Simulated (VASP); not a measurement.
# Rh (Fm-3m) in VASP: a series of runs

Rh is run at these levels: LDA; tasks: single point, relaxation of volume and atoms at fixed shape.

Program: VASP 6.6.1. These are calculated values, not measurements. Logs are shortened: lines on timing, memory, paths and dates and some standing lists are left out, and cuts for length are marked.

### Step 1. The cell of the first run

The structure is cubic, space group Fm-3m (No. 225). The conventional cell has a = 3.760 Å, b = 3.760 Å, c = 3.760 Å, α = 90.00°, β = 90.00°, γ = 90.00°. Rh (site symmetry m-3m) has 12 Rh at 2.66 Å within 3.5 Å.

### Step 2. Single point, LDA

INCAR reads:

```
SYSTEM = Rh
PREC = Accurate
ENCUT = 500
EDIFF = 1E-6
ISMEAR = 0
SIGMA = 0.1
LREAL = .False.
LASPH = .True.
NELM = 120
ALGO = Normal
ISIF = 2
LWAVE = .False.
LCHARG = .False.
GGA = CA
NBANDS = 14
GGA_COMPAT = .False.
```

KPOINTS reads:

```
Automatic mesh
0
Gamma
  8 8 8
  0 0 0
```

POSCAR reads:

```
Rh
1.0
    0.0000000000      1.8798114507      1.8798114507
    1.8798114507      0.0000000000      1.8798114507
    1.8798114507      1.8798114507      0.0000000000
Rh
1
Direct
    0.0000000000      0.0000000000      0.0000000000
```

Potentials or basis: VASP PAW LDA potentials, release 64 (Rh_pv).

On the command line:

```console
$ cat potpaw_LDA.64/Rh_pv/POTCAR > POTCAR
$ mpirun -np 1 vasp_std > vasp.out
```

OUTCAR:

```text
SYSTEM = Rh
   PREC = Accurate
   ENCUT = 500
   EDIFF = 1E-6
   ISMEAR = 0
   LREAL = .False.
   LASPH = .True.
   NELM = 120
   ISIF = 2
   GGA = CA

 ion  position               nearest neighbor table
   1  0.000  0.000  0.000-

  LATTYP: Found a face centered cubic cell.
 ALAT       =     3.7596229014

  Lattice vectors:

 A1 = (   0.0000000000,   1.8798114507,   1.8798114507)
 A2 = (   1.8798114507,   0.0000000000,   1.8798114507)
 A3 = (   1.8798114507,   1.8798114507,   0.0000000000)

Analysis of symmetry for initial positions (statically):
=====================================================================
 Subroutine PRICEL returns:
 Original cell was already a primitive cell.

 Routine SETGRP: Setting up the symmetry group for a
 face centered cubic supercell.

 Subroutine GETGRP returns: Found 48 space group operations
 (whereof 48 operations were pure point group operations)
 out of a pool of 48 trial point group operations.

The static configuration has the point symmetry O_h .

Analysis of symmetry for dynamics (positions and initial velocities):
=====================================================================
 Subroutine PRICEL returns:
 Original cell was already a primitive cell.

 Routine SETGRP: Setting up the symmetry group for a
 face centered cubic supercell.

 Subroutine GETGRP returns: Found 48 space group operations
 (whereof 48 operations were pure point group operations)
 out of a pool of 48 trial point group operations.

The dynamic configuration has the point symmetry O_h .

 Subroutine INISYM returns: Found 48 space group operations
 (whereof 48 operations are pure point group operations),
 and found     1 'primitive' translations

----------------------------------------------------------------------------------------

                                     Primitive cell

  volume of cell :      13.2853

  direct lattice vectors                    reciprocal lattice vectors
     0.000000000  1.879811451  1.879811451    -0.265984123  0.265984123  0.265984123
     1.879811451  0.000000000  1.879811451     0.265984123 -0.265984123  0.265984123
     1.879811451  1.879811451  0.000000000     0.265984123  0.265984123 -0.265984123

  length of vectors
     2.658454848  2.658454848  2.658454848     0.460698015  0.460698015  0.460698015

  position of ions in fractional coordinates (direct lattice)
     0.000000000  0.000000000  0.000000000

  ion indices of the primitive-cell ions
   primitive index   ion index
                 1           1

----------------------------------------------------------------------------------------

 KPOINTS: Automatic mesh

Automatic generation of k-mesh.
 Grid dimensions read from file:
 generate k-points for:    8    8    8

 Generating k-lattice:

  Cartesian coordinates                     Fractional coordinates (reciprocal lattice)
    -0.033248015  0.033248015  0.033248015     0.125000000  0.000000000  0.000000000
     0.033248015 -0.033248015  0.033248015     0.000000000  0.125000000  0.000000000
     0.033248015  0.033248015 -0.033248015     0.000000000  0.000000000  0.125000000

  Length of vectors
     0.057587252  0.057587252  0.057587252

  Shift w.r.t. Gamma in fractional coordinates (k-lattice)
     0.000000000  0.000000000  0.000000000

 Subroutine IBZKPT returns following result:
 ===========================================

 Found     29 irreducible k-points:

 Following reciprocal coordinates:
            Coordinates               Weight
  0.000000  0.000000  0.000000      1.000000
  0.125000  0.000000  0.000000      8.000000
  0.250000  0.000000  0.000000      8.000000
  0.375000  0.000000  0.000000      8.000000
  0.500000  0.000000  0.000000      4.000000
  0.125000  0.125000  0.000000      6.000000
[... 16 lines left out ...]
  0.500000  0.250000  0.125000     48.000000
 -0.375000  0.250000  0.125000     24.000000
 [... further k-points ...]
   k-points           NKPTS =     29   k-points in BZ     NKDIM =     29   number of bands    NBANDS=     14
   number of dos      NEDOS =    301   number of ions     NIONS =      1
   total plane-waves  NPLWV =   8000
   dimension x,y,z NGX =    20 NGY =   20 NGZ =   20
   dimension x,y,z NGXF=    40 NGYF=   40 NGZF=   40
   ions per type =               1
   NGX,Y,Z   is equivalent  to a cutoff of  12.51, 12.51, 12.51 a.u.
   NGXF,Y,Z  is equivalent  to a cutoff of  25.01, 25.01, 25.01 a.u.
 SYSTEM =  Rh
   PREC   = accura    normal or accurate (medium, high low for compatibility)
   ISTART =      0    job   : 0-new  1-cont  2-samecut
   ICHARG =      2    charge: 1-file 2-atom 10-const
   ISPIN  =      1    spin polarized calculation?
   LNONCOLLINEAR =      F non collinear calculations
   LSORBIT =      F    spin-orbit coupling
   LASPH  =      T    aspherical Exc in radial PAW
   ENCUT  =  500.0 eV  36.75 Ry    6.06 a.u.   4.85  4.85  4.85*2*pi/ulx,y,z
   NELM   =    120;   NELMIN=  2; NELMDL= -5     # of ELM steps
   EDIFF  = 0.1E-05   stopping-criterion for ELM
   LREAL  =      F    real-space projection
   EDIFFG = 0.1E-04   stopping-criterion for IOM
   NSW    =      0    number of steps for IOM
   IBRION =     -1    ionic relax: 0-MD 1-quasi-New 2-CG
   NFREE  =      0    steps in history (QN), initial steepest desc. (CG)
   ISIF   =      2    stress and relaxation
   ISYM   =      2    0-nonsym 1-usesym 2-fastsym
   POTIM  = 0.5000    time-step for ionic-motion
   TEBEG  =    0.0;   TEEND  =   0.0 temperature during run
   PSTRESS=    0.0 pullay stress
   NELECT =      15.0000    total number of electrons
   NUPDOWN=      -1.0000    fix difference up-down
   EMIN   =  10.00;   EMAX   =-10.00  energy-range for DOS
   EFERMI =   0.00;   METHOD = LEGACY
   ISMEAR =     0;   SIGMA  =   0.10  broadening in eV -4-tet -1-fermi 0-gaus
   EFERMI_NEDOS =   21; number of points for ismear=-14 and -15
   IALGO  =     38    algorithm
   IMIX   =      4    mixing-type and parameters
     AMIX     =   0.40;   BMIX     =  1.00
     AMIX_MAG =   1.60;   BMIX_MAG =  1.00
  volume/ion in A,a.u.               =      13.29        89.65
  Fermi-wavevector in a.u.,A,eV,Ry     =   1.704699  3.221413 39.538498  2.905998
  Thomas-Fermi vector in A             =   2.784054
   LORBIT       =      0    0 simple, 1 ext, 2 COOP (PROOUT), +10 PAW based schemes
   GGA     = CA    functional components
   LHFCALC =     F    Hartree Fock is set to
   AEXX    =    0.0000 exact exchange contribution
   IVDW    =     0    specifies the selected vdW correction
   LEPSILON=     F    determine dielectric tensor
   LRPA    =     F    only Hartree local field effects (RPA)
 non-spin polarized calculation
 Gauss-broadening in eV      SIGMA  =   0.10
  energy-cutoff  :      500.00
  volume of cell :       13.29
 maximum number of plane-waves:       346
   NGX =  9   NGY =  9   NGZ =  9

 number of electron      15.0000003 magnetization

 Free energy of the ion-electron system (eV)
  ---------------------------------------------------
  ext. energy  EPLUGINS =         0.00000000
  ---------------------------------------------------
  free energy    TOTEN  =        -8.65030378 eV

  energy without entropy =       -8.64089197  energy(sigma->0) =       -8.64559788

 E-fermi :  12.3927     XC(G=0): -14.5670

 val. band max:       12.3633890865   @ k =  -0.3750   0.2500   0.0000
 cond. band min:      12.4702720756   @ k =   0.3750   0.0000   0.0000
 fundamental gap:      0.1068829891
 Fermi energy:        12.3927473117

 k-point     1 :       0.0000    0.0000    0.0000
  band No.  band energies     occupation
      1     -33.8312      2.00000
      2     -33.8312      2.00000
      3     -33.8312      2.00000
      4       4.0707      2.00000
      5       9.0938      2.00000
      6       9.0938      2.00000
      7       9.0938      2.00000
      8      11.3526      2.00000
      9      11.3526      2.00000
     10      28.2593      0.00000
     11      32.6819      0.00000
     12      33.8764      0.00000
     13      33.8764      0.00000
     14      33.8764      0.00000

 k-point     2 :       0.1250    0.0000    0.0000
  band No.  band energies     occupation
      1     -33.9587      2.00000
      2     -33.8482      2.00000
      3     -33.8482      2.00000
      4       4.6942      2.00000
      5       8.8445      2.00000
      6       9.3216      2.00000
      7       9.3216      2.00000
      8      11.2428      2.00000
      9      11.2428      2.00000
     10      29.1478      0.00000
     11      31.3447      0.00000
     12      32.6838      0.00000
     13      34.8320      0.00000
     14      34.8320      0.00000

 k-point     3 :       0.2500    0.0000    0.0000
  band No.  band energies     occupation
      1     -34.2601      2.00000
      2     -33.8892      2.00000
      3     -33.8892      2.00000
      4       5.8948      2.00000
      5       8.9675      2.00000
      6       9.4840      2.00000
      7       9.4840      2.00000
      8      11.5099      2.00000
      9      11.5099      2.00000
     10      27.6640      0.00000
     11      30.0172      0.00000
     12      32.6835      0.00000
     13      37.1264      0.00000
     14      37.1264      0.00000

 k-point     4 :       0.3750    0.0000    0.0000
  band No.  band energies     occupation
      1     -34.5532      2.00000
      2     -33.9299      2.00000
      3     -33.9299      2.00000
      4       6.0359      2.00000
      5       9.1921      2.00000
      6       9.1921      2.00000
      7      11.1472      2.00000
      8      12.4703      0.27292
      9      12.4703      0.27292
     10      23.7453      0.00000
     11      28.5588      0.00000
     12      32.6837      0.00000
     13      35.2466      0.00000
     14      35.2466      0.00000

 k-point     5 :       0.5000    0.0000    0.0000
  band No.  band energies     occupation
      1     -34.6722      2.00000
      2     -33.9467      2.00000
      3     -33.9467      2.00000
      4       5.8998      2.00000
      5       9.0263      2.00000
      6       9.0263      2.00000
      7      13.0028      0.00000
      8      13.0028      0.00000
      9      13.0157      0.00000
     10      21.3170      0.00000
     11      27.7970      0.00000
[... 276 lines left out ...]
 k-point    22 :       0.3750    0.2500    0.1250
  band No.  band energies     occupation
      1     -34.3324      2.00000
      2     -34.0454      2.00000
      3     -33.9419      2.00000
      4       7.0489      2.00000
      5       7.6960      2.00000
      6       9.1118      2.00000
      7      10.8098      2.00000
      8      11.0458      2.00000
      9      13.2285      0.00000
     10      28.1625      0.00000
     11      29.6658      0.00000
     12      32.2811      0.00000
     13      32.6919      0.00000
     14      34.2911      0.00000

 k-point    23 :       0.5000    0.2500    0.1250
  band No.  band energies     occupation
      1     -34.4903      2.00000
      2     -34.1386      2.00000
      3     -33.9909      2.00000
      4       7.1546      2.00000
      5       8.2371      2.00000
      6       8.7956      2.00000
      7      10.5540      2.00000
      8      12.2432      1.96551
      9      15.6299      0.00000
     10      24.2656      0.00000
     11      28.5327      0.00000
     12      30.3316      0.00000
     13      32.6855      0.00000
     14      35.0302      0.00000

 k-point    24 :      -0.3750    0.2500    0.1250
  band No.  band energies     occupation
      1     -34.5580      2.00000
      2     -34.1678      2.00000
      3     -34.0174      2.00000
      4       7.0779      2.00000
      5       7.9784      2.00000
      6       9.5500      2.00000
      7      10.2495      2.00000
      8      12.7860      0.00000
      9      17.9363      0.00000
     10      21.0519      0.00000
     11      28.6718      0.00000
     12      29.4903      0.00000
     13      32.6852      0.00000
     14      33.7200      0.00000

 [... further k-points ...]

------------------------ aborting loop because EDIFF is reached ----------------------------------------

  FORCE on cell =-STRESS in cart. coord.  units (eV):
  Direction    XX          YY          ZZ          XY          YZ          ZX
  --------------------------------------------------------------------------------------
  -------------------------------------------------------------------------------------
  Total        0.0327694      0.0327694      0.0327694      0.0000000      0.0000000      0.0000000
  in kB        3.9519008      3.9519008      3.9519008      0.0000000      0.0000000      0.0000000
  external PRESSURE =       3.9519008 kB  Pullay stress =       0.0000000 kB

 VOLUME and BASIS-vectors are now :
 -----------------------------------------------------------------------------
  energy-cutoff  :      500.00
  volume of cell :       13.29
      direct lattice vectors                 reciprocal lattice vectors
     0.000000000  1.879811451  1.879811451    -0.265984123  0.265984123  0.265984123
     1.879811451  0.000000000  1.879811451     0.265984123 -0.265984123  0.265984123
     1.879811451  1.879811451  0.000000000     0.265984123  0.265984123 -0.265984123

 POSITION                                       TOTAL-FORCE (eV/Angst)
 -----------------------------------------------------------------------------------
      0.00000      0.00000      0.00000         0.000000      0.000000      0.000000
 -----------------------------------------------------------------------------------
    total drift:                               -0.000000     -0.000000     -0.000000

  FREE ENERGIE OF THE ION-ELECTRON SYSTEM (eV)
  ---------------------------------------------------
  free  energy   TOTEN  =        -8.6503037844 eV

  energy  without entropy=       -8.6408919676  energy(sigma->0) =       -8.64559788
```

Wall time 9.6 s (1 thread of AMD EPYC 7R13, shared host); peak memory 0.09 GiB.

Results:

```
Free energy : -8.6503 eV
Pressure    : 0.4 GPa
```

Caveat: the k points lie up to 0.36 Å⁻¹ apart.

(Part 1 of 2 ends here.)
